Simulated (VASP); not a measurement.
Be:

```xyz
12
Lattice="2.5794 1.4892 4.3989 -2.5794 1.4892 4.3989 0.0000 -2.9785 4.3989" Properties=species:S:1:pos:R:3 pbc="T T T"
Be   -1.6596    0.9582    2.9648
Be    0.0000   -1.9164    2.9648
Be    1.6596    0.9582    2.9648
Be    1.6596   -0.9582   10.2320
Be   -1.6596   -0.9582   10.2320
Be    0.0000    1.9164   10.2320
Be   -1.0561    0.6097    4.7199
Be    0.0000   -1.2194    4.7199
Be    1.0561    0.6097    4.7199
Be    1.0561   -0.6097    8.4769
Be   -1.0561   -0.6097    8.4769
Be    0.0000    1.2194    8.4769
```

| Property | Result |
| --- | --- |
| Program | VASP 6.6.1 |
| Task | relaxation of cell and atoms |
| Functional | PBE |
| Potentials or basis | VASP PAW PBE potentials, release 64 (Be) |
| Cutoff | 600 eV |
| k mesh | 6 × 6 × 6 |
| Occupations | gaussian, width 0.1 eV |
| Spin | no spin polarisation |

At the start: pressure 50.5 GPa; volume 8.45 Å³/atom.

Task: Where does the relaxation end?

Result: Over 19 steps the energy falls by 730.2 meV/atom and the volume is 11.16 Å³/atom (+32.1 %); space group R-3m (No. 166, to 0.1 Å) before and after.

Step by step:
```
step  energy change (eV)  largest force (eV/Å)  pressure (GPa)  volume (Å³)
   1              0.0000                3.6112           50.46       101.39
   2             -7.0531                1.3927            0.72       145.37
   3             -7.0760                1.3955            2.05       142.39
   4             -7.7664                0.5410           -1.35       148.31
   5             -7.8771                0.4895           -2.74       152.13
   6             -8.1407                0.5729           -1.69       148.31
   7             -8.3644                0.7245            0.49       141.73
   8             -8.5725                0.3792           -0.51       140.72
   9             -8.6396                0.3353           -1.09       139.48
  10             -8.6415                0.2942           -1.05       139.65
  11             -8.7006                0.1981            0.06       136.64
  12             -8.7099                0.1452            0.80       134.87
  13             -8.7404                0.0959            0.12       135.20
  14             -8.7413                0.1278           -0.02       135.27
  15             -8.7505                0.0726           -0.25       135.31
  16             -8.7511                0.0966           -0.32       135.33
  17             -8.7576                0.0498           -0.03       134.41
  18             -8.7579                0.0576            0.06       134.17
  19             -8.7619                0.0373            0.15       133.93
```

Final structure:
```xyz
12
Lattice="2.6149 1.5097 5.6541 -2.6149 1.5097 5.6541 0.0000 -3.0194 5.6541" Properties=species:S:1:pos:R:3 pbc="T T T"
Be   -1.3323    0.7692    3.8954
Be    0.0000   -1.5385    3.8954
Be    1.3323    0.7692    3.8954
Be    1.3323   -0.7692   13.0669
Be   -1.3323   -0.7692   13.0669
Be    0.0000    1.5385   13.0669
Be   -1.0177    0.5876    6.0717
Be    0.0000   -1.1752    6.0717
Be    1.0177    0.5876    6.0717
Be    1.0177   -0.5876   10.8907
Be   -1.0177   -0.5876   10.8907
Be    0.0000    1.1752   10.8907
```

Caveat: the volume moved by over 15 % at a fixed basis, so the end points are rough.
